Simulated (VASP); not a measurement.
# Sn (P6/mmm) in VASP: a series of runs, part 2 of 2

VASP 6.6.1. Earlier steps stand in the parts before.

## Step 5: Single point, r2SCAN

This run uses another cell than the first one, of 27.12 Å³/atom.

The input, POSCAR:

```
Sn
1.0
    5.3691688200      0.0000000000      0.0000000000
   -2.6845844100      4.6498365954      0.0000000000
    0.0000000000      0.0000000000      3.2585487997
Sn
3
Direct
    1.0000000000      1.0000000000      0.0000000000
    0.3333333333      0.6666666667      0.5000000000
    0.6666666667      0.3333333333      0.5000000000
```

The input, INCAR.step1:

```
  PREC = Accurate
  ENCUT = 520
  ISMEAR = -1
  SIGMA = 0.1
  LREAL = F
  LASPH = T
  NELM = 60
  NBANDS = 28
  GGA = PE
  ALGO = Normal
  EDIFF = 1E-4
  LWAVE = T
  LCHARG = F
```

The input, INCAR.step2:

```
  PREC = Accurate
  ENCUT = 520
  EDIFF = 1E-6
  ISMEAR = -1
  SIGMA = 0.1
  LREAL = F
  LASPH = T
  NELM = 60
  ALGO = Normal
  ISIF = 2
  LWAVE = F
  LCHARG = T
  METAGGA = R2SCAN
  LMIXTAU = T
  LELF = T
  LVHAR = T
  NBANDS = 28
  ISTART = 1
```

The input, KPOINTS:

```
Automatic mesh
0
Gamma
  9 9 13
```

Potentials or basis: VASP PAW PBE potentials, release 64 (Sn_d).

On the command line:

```bash
$ cat potpaw_PBE.64/Sn_d/POTCAR > POTCAR
$ cp INCAR.step1 INCAR
$ mpirun -np 1 vasp_std > vasp.out
$ cp INCAR.step2 INCAR
$ mpirun -np 1 vasp_std > vasp.out
```

OUTCAR:

```text
PREC = Accurate
   ENCUT = 520
   EDIFF = 1E-6
   ISMEAR = -1
   LREAL = F
   LASPH = T
   NELM = 60
   ISIF = 2
   METAGGA = R2SCAN
   ISTART = 1

 ion  position               nearest neighbor table
   1  0.000  0.000  0.000-   2 3.50   3 3.50   2 3.50   3 3.50   3 3.50   3 3.50   2 3.50   2 3.50
                             3 3.50   3 3.50   2 3.50   2 3.50
   2  0.333  0.667  0.500-   3 3.10   3 3.10   3 3.10   1 3.50   1 3.50   1 3.50   1 3.50   1 3.50
                             1 3.50
   3  0.667  0.333  0.500-   2 3.10   2 3.10   2 3.10   1 3.50   1 3.50   1 3.50   1 3.50   1 3.50
                             1 3.50

  LATTYP: Found a hexagonal cell.
 ALAT       =     5.3691688200
 C/A-ratio  =     0.6069000452

  Lattice vectors:

 A1 = (   5.3691688200,   0.0000000000,   0.0000000000)
 A2 = (  -2.6845844100,   4.6498365954,   0.0000000000)
 A3 = (   0.0000000000,   0.0000000000,   3.2585487997)

Analysis of symmetry for initial positions (statically):
=====================================================================
 Subroutine PRICEL returns:
 Original cell was already a primitive cell.

[... 168 lines left out ...]

  energy without entropy =      -73.52505910  energy(sigma->0) =      -73.54445149

 E-fermi :   8.0849     XC(G=0): -11.2685

 val. band max:        8.0830036102   @ k =   0.1111   0.1111   0.4615
 cond. band min:       8.1160289843   @ k =   0.4444   0.1111   0.2308
 fundamental gap:      0.0330253740
 Fermi energy:         8.0848783080

 k-point     1 :       0.0000    0.0000    0.0000
  band No.  band energies     occupation
      1     -14.3623      2.00000
      2     -14.2729      2.00000
      3     -14.2728      2.00000
      4     -14.2175      2.00000
      5     -14.2175      2.00000
      6     -14.2139      2.00000
[... 733 lines left out ...]
     27      13.6513      0.00000
     28      17.0274      0.00000

 [... further k-points ...]

------------------------ aborting loop because EDIFF is reached ----------------------------------------

  FORCE on cell =-STRESS in cart. coord.  units (eV):
  Direction    XX          YY          ZZ          XY          YZ          ZX
  --------------------------------------------------------------------------------------
  -------------------------------------------------------------------------------------
  Total        0.4170129      0.4170129     -0.8028360     -0.0000000      0.0000000      0.0000000
  in kB        8.2127965      8.2127965    -15.8113316     -0.0000000      0.0000000      0.0000000
  external PRESSURE =       0.2047538 kB  Pullay stress =       0.0000000 kB

 VOLUME and BASIS-vectors are now :
 -----------------------------------------------------------------------------
  energy-cutoff  :      520.00
  volume of cell :       81.35
      direct lattice vectors                 reciprocal lattice vectors
     5.369168820  0.000000000  0.000000000     0.186248567  0.107530660  0.000000000
    -2.684584410  4.649836595  0.000000000     0.000000000  0.215061321  0.000000000
     0.000000000  0.000000000  3.258548800     0.000000000  0.000000000  0.306885077

 POSITION                                       TOTAL-FORCE (eV/Angst)
 -----------------------------------------------------------------------------------
      0.00000      0.00000      0.00000         0.000000      0.000000     -0.000000
     -0.00000      3.09989      1.62927        -0.000000      0.000000     -0.000000
      2.68458      1.54995      1.62927         0.000000     -0.000000      0.000000
 -----------------------------------------------------------------------------------
    total drift:                               -0.000000      0.000000      0.000000

  FREE ENERGIE OF THE ION-ELECTRON SYSTEM (eV)
  ---------------------------------------------------
  free  energy   TOTEN  =       -73.5638438774 eV

  energy  without entropy=      -73.5250590985  energy(sigma->0) =      -73.54445149
```

OSZICAR.step1:

```text
N       E                     dE             d eps       ncg     rms          rms(c)
DAV:   1     0.376632366783E+03    0.37663E+03   -0.21564E+04  4756   0.237E+03
DAV:   2     0.340779101137E+02   -0.34255E+03   -0.33719E+03  4720   0.528E+02
DAV:   3    -0.956448768535E+01   -0.43642E+02   -0.43090E+02  5208   0.172E+02
DAV:   4    -0.113408783855E+02   -0.17764E+01   -0.17687E+01  5360   0.376E+01
DAV:   5    -0.114051101862E+02   -0.64232E-01   -0.64222E-01  6392   0.690E+00    0.245E+00
DAV:   6    -0.113659123086E+02    0.39198E-01   -0.64220E-02  6012   0.572E+00    0.133E+00
DAV:   7    -0.113560435336E+02    0.98688E-02   -0.63836E-02  5660   0.313E+00    0.228E-01
DAV:   8    -0.113555293715E+02    0.51416E-03   -0.65049E-03  5224   0.122E+00    0.100E-01
DAV:   9    -0.113555504136E+02   -0.21042E-04   -0.77309E-04  5136   0.346E-01
   1 F= -.11355550E+02 E0= -.11334806E+02  d E =-.414892E-01
```

It took 6.2 min on 1 thread of Intel Xeon Platinum 8259CL at 2.50GHz (Skylake/Cascade Lake), shared host; peak memory 0.29 GiB.

What came out:

* Free energy: -73.5638 eV
* Pressure: 0.0 GPa
* Band gap on the k mesh: zero (bands 21 and 22 overlap by 5.05 eV)

Caveat: the PAW data sets were made with another functional, which shifts forces and pressure a little; spin-orbit coupling is left out, which moves the levels of the heavy elements.

## Step 6: The runs side by side

| cell | k mesh | gap on the mesh (eV) | pressure (GPa) |
| --- | --- | --- | --- |
| a = 5.440, b = 5.440, c = 3.301 Å, angles 90.0, 90.0, 120.0°, 3 atoms | 8 × 8 × 11 | none | -1.5 |
| a = 5.509, b = 5.509, c = 3.343 Å, angles 90.0, 90.0, 120.0°, 3 atoms | 8 × 8 × 11 | none | -3.0 |
| a = 5.576, b = 5.576, c = 3.384 Å, angles 90.0, 90.0, 120.0°, 3 atoms | 8 × 8 × 11 | none | -4.2 |
| a = 5.369, b = 5.369, c = 3.259 Å, angles 90.0, 90.0, 120.0°, 3 atoms | 9 × 9 × 13 | none | 0.0 |

Alike in all rows: task single point; level r2SCAN; potentials or basis VASP PAW PBE potentials, release 64 (Sn_d); no spin polarisation; cutoff (eV) 520; smearing fermi-dirac 0.1 eV.

Caveats: the PAW data sets were made with another functional, which shifts forces and pressure a little; spin-orbit coupling is left out, which moves the levels of the heavy elements; the cell stands under tension (at least some runs).

Total energies depend on the potentials used, so only differences within one code and one set of settings carry meaning.
